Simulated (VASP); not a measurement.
# Sn2Se (P6/mmm) in VASP: further runs, part 2 of 2

VASP 6.6.1. Earlier steps stand in the parts before.

**3. Relaxation of cell and atoms, PBE**

This run uses another cell than the first one, of 27.79 Å³/atom.

Contents of INCAR:

```
SYSTEM = Sn2Se
ALGO     = Normal         ! electronic algorithm
EDIFF    = 1E-6           ! SCF threshold, eV
EDIFFG   = -0.01          ! ionic threshold
ENCUT    = 600            ! plane-wave cutoff, eV
GGA      = PE             ! functional
IBRION   = 2              ! ionic algorithm
ISIF     = 3              ! what is computed and relaxed
ISMEAR   = 0              ! smearing method
LASPH    = .True.         ! aspherical terms in the spheres
LCHARG   = .False.        ! write CHGCAR
LREAL    = .False.        ! projectors in reciprocal space
LWAVE    = .False.        ! write WAVECAR
NELM     = 80             ! most SCF steps
NSW      = 100            ! ionic steps
PREC     = Accurate       ! precision mode
SIGMA    = 0.1            ! smearing width, eV
```

Contents of KPOINTS:

```
k-points
0
Gamma
  12 12 12
  0 0 0
```

Contents of POSCAR:

```
Sn2Se
1.0
    4.9722042161      0.0000000000      0.0000000000
   -2.4861021080      4.3060551639      0.0000000000
    0.0000000000      0.0000000000      3.8934368419
Sn Se
2 1
Direct
    0.3333333333      0.6666666667      0.5000000000
    0.6666666667      0.3333333333      0.5000000000
    0.0000000000      0.0000000000      0.0000000000
```

Potentials or basis: VASP PAW PBE potentials, release 64 (Sn_d, Se).

Launch:

```console
> cat potpaw_PBE.64/Sn_d/POTCAR potpaw_PBE.64/Se/POTCAR > POTCAR
> mpirun -np 1 vasp_std > vasp.out
```

OUTCAR:

```text
SYSTEM = Sn2Se
   EDIFF = 1E-6
   EDIFFG = -0.01
   ENCUT = 600
   GGA = PE
   IBRION = 2
   ISIF = 3
   ISMEAR = 0
   LASPH = .True.
   LREAL = .False.
   NELM = 80
   NSW = 100
   PREC = Accurate

 ion  position               nearest neighbor table
   1  0.333  0.667  0.500-   2 2.87   2 2.87   2 2.87
   2  0.667  0.333  0.500-   1 2.87   1 2.87   1 2.87
   3  0.000  0.000  0.000-

  LATTYP: Found a hexagonal cell.
 ALAT       =     4.9722042161
 C/A-ratio  =     0.7830404128

  Lattice vectors:

 A1 = (   4.9722042161,   0.0000000000,   0.0000000000)
 A2 = (  -2.4861021080,   4.3060551639,   0.0000000000)
 A3 = (   0.0000000000,   0.0000000000,   3.8934368419)

Analysis of symmetry for initial positions (statically):
=====================================================================
 Subroutine PRICEL returns:
 Original cell was already a primitive cell.

 Routine SETGRP: Setting up the symmetry group for a
 hexagonal supercell.

 Subroutine GETGRP returns: Found 24 space group operations
 (whereof 24 operations were pure point group operations)
 out of a pool of 24 trial point group operations.

The static configuration has the point symmetry D_6h.

Analysis of symmetry for dynamics (positions and initial velocities):
=====================================================================
 Subroutine PRICEL returns:
 Original cell was already a primitive cell.

 Routine SETGRP: Setting up the symmetry group for a
 hexagonal supercell.

 Subroutine GETGRP returns: Found 24 space group operations
 (whereof 24 operations were pure point group operations)
 out of a pool of 24 trial point group operations.

The dynamic configuration has the point symmetry D_6h.

 Subroutine INISYM returns: Found 24 space group operations
 (whereof 24 operations are pure point group operations),
 and found     1 'primitive' translations

----------------------------------------------------------------------------------------

                                     Primitive cell

[... 122 lines left out ...]
   LRPA    =     F    only Hartree local field effects (RPA)
 conjugate gradient relaxation of ions
 non-spin polarized calculation
 Gauss-broadening in eV      SIGMA  =   0.10
  energy-cutoff  :      600.00
  volume of cell :       83.36
 maximum number of plane-waves:      2800
 NGX is ok and might be reduce to    40
   NGX = 19   NGY = 19   NGZ = 15

--------------------------------------- Ionic step        1  -------------------------------------------

 number of electron      33.9999992 magnetization

 Free energy of the ion-electron system (eV)
  ---------------------------------------------------
  ext. energy  EPLUGINS =         0.00000000
  ---------------------------------------------------
  free energy    TOTEN  =       -10.80751215 eV

  energy without entropy =      -10.79856987  energy(sigma->0) =      -10.80304101

------------------------ aborting loop because EDIFF is reached ----------------------------------------

  FORCE on cell =-STRESS in cart. coord.  units (eV):
  Direction    XX          YY          ZZ          XY          YZ          ZX
  --------------------------------------------------------------------------------------
  -------------------------------------------------------------------------------------
  Total        0.1541029      0.1541029     -0.3783806      0.0000000     -0.0000000      0.0000000
  in kB        2.9618268      2.9618268     -7.2723996      0.0000000     -0.0000000      0.0000000
  external PRESSURE =      -0.4495820 kB  Pullay stress =       0.0000000 kB
[... 209 lines left out ...]
--------------------------------------- Ionic step        7  -------------------------------------------

 number of electron      33.9999995 magnetization

 Free energy of the ion-electron system (eV)
  ---------------------------------------------------
  ext. energy  EPLUGINS =         0.00000000
  ---------------------------------------------------
  free energy    TOTEN  =       -10.81516903 eV

  energy without entropy =      -10.80700807  energy(sigma->0) =      -10.81108855

 E-fermi :   6.0898     XC(G=0):  -9.9107

 val. band max:        6.0822590619   @ k =   0.4167   0.1667   0.1667
 cond. band min:       6.1090006532   @ k =   0.3333   0.0833   0.4167
 fundamental gap:      0.0267415913
 Fermi energy:         6.0898089397

 k-point     1 :       0.0000    0.0000    0.0000
  band No.  band energies     occupation
      1     -15.6322      2.00000
      2     -15.5092      2.00000
      3     -15.5092      2.00000
      4     -15.5018      2.00000
      5     -15.5018      2.00000
      6     -15.4065      2.00000
[... 565 lines left out ...]
     20      10.1122      0.00000
     21      10.3177      0.00000

 [... further k-points ...]

------------------------ aborting loop because EDIFF is reached ----------------------------------------

  FORCE on cell =-STRESS in cart. coord.  units (eV):
  Direction    XX          YY          ZZ          XY          YZ          ZX
  --------------------------------------------------------------------------------------
  -------------------------------------------------------------------------------------
  Total       -0.0171040     -0.0171040      0.0053082     -0.0000000     -0.0000000     -0.0000000
  in kB       -0.3343996     -0.3343996      0.1037807     -0.0000000     -0.0000000     -0.0000000
  external PRESSURE =      -0.1883395 kB  Pullay stress =       0.0000000 kB
[... 18 lines left out ...]
  FREE ENERGIE OF THE ION-ELECTRON SYSTEM (eV)
  ---------------------------------------------------
  free  energy   TOTEN  =       -10.8151690307 eV

  energy  without entropy=      -10.8070080743  energy(sigma->0) =      -10.81108855

 reached required accuracy - stopping structural energy minimisation
```

OSZICAR:

```text
N       E                     dE             d eps       ncg     rms          rms(c)
DAV:   1     0.283971079323E+03    0.28397E+03   -0.19071E+04  5616   0.244E+03
DAV:   2     0.215951473228E+02   -0.26238E+03   -0.25756E+03  5621   0.522E+02
DAV:   3    -0.967463465502E+01   -0.31270E+02   -0.30300E+02  6631   0.160E+02
[... 56 lines left out ...]
DAV:   1    -0.108181481307E+02   -0.31035E-02   -0.71370E-02  6348   0.368E+00    0.288E-01
DAV:   2    -0.108158038695E+02    0.23443E-02   -0.45863E-03  6556   0.103E+00    0.135E-01
DAV:   3    -0.108151864770E+02    0.61739E-03   -0.19048E-03  7501   0.617E-01    0.263E-02
DAV:   4    -0.108151691268E+02    0.17350E-04   -0.10429E-04  5972   0.108E-01    0.894E-03
DAV:   5    -0.108151690307E+02    0.96117E-07   -0.75839E-06  7004   0.239E-02
   7 F= -.10815169E+02 E0= -.10811089E+02  d E =-.167748E-02
```

Wall time 15 min (1 thread of Intel Xeon Platinum 8259CL at 2.50GHz (Skylake/Cascade Lake), shared host); peak memory 0.42 GiB.

Results:

```yaml
Free_energy: -10.8152 eV
Relaxed_volume: 27.32 Å³/atom
Relaxed_cell: a = 5.007 Å, b = 5.007 Å, c = 3.774 Å, α = 90.00°, β = 90.00°, γ = 120.00°
Space_group_after_relaxing_to_0.1_Å: P6/mmm (No. 191)
Energy_gained_by_relaxing: 2.6 meV/atom
Ionic_steps: 7
Pressure_after_relaxing: 0.0 GPa
Band_gap_on_the_k_mesh: zero (bands 17 and 18 overlap by 2.55 eV)
```

The path:
```tsv
step	energy change (eV)	largest force (eV/Å)	pressure (GPa)	volume (Å³)
1	0.0000	0.0000	-0.04	83.36
2	-0.0027	0.0000	-0.19	83.26
3	-0.0052	0.0000	-0.36	83.12
4	-0.0047	0.0000	-0.68	82.81
5	-0.0060	0.0000	-0.49	83.00
6	-0.0075	0.0000	-0.14	82.18
7	-0.0077	0.0000	-0.02	81.95
```

Final structure:
```
Sn Se
1.0
     5.00729    0.00000    0.00000
    -2.50365    4.33644    0.00000
     0.00000    0.00000    3.77403
Sn Se
2 1
Direct
  0.33333 0.66667 0.50000
  0.66667 0.33333 0.50000
  0.00000 0.00000 0.00000
```

Caveat: spin-orbit coupling is left out, which moves the levels of the heavy elements.
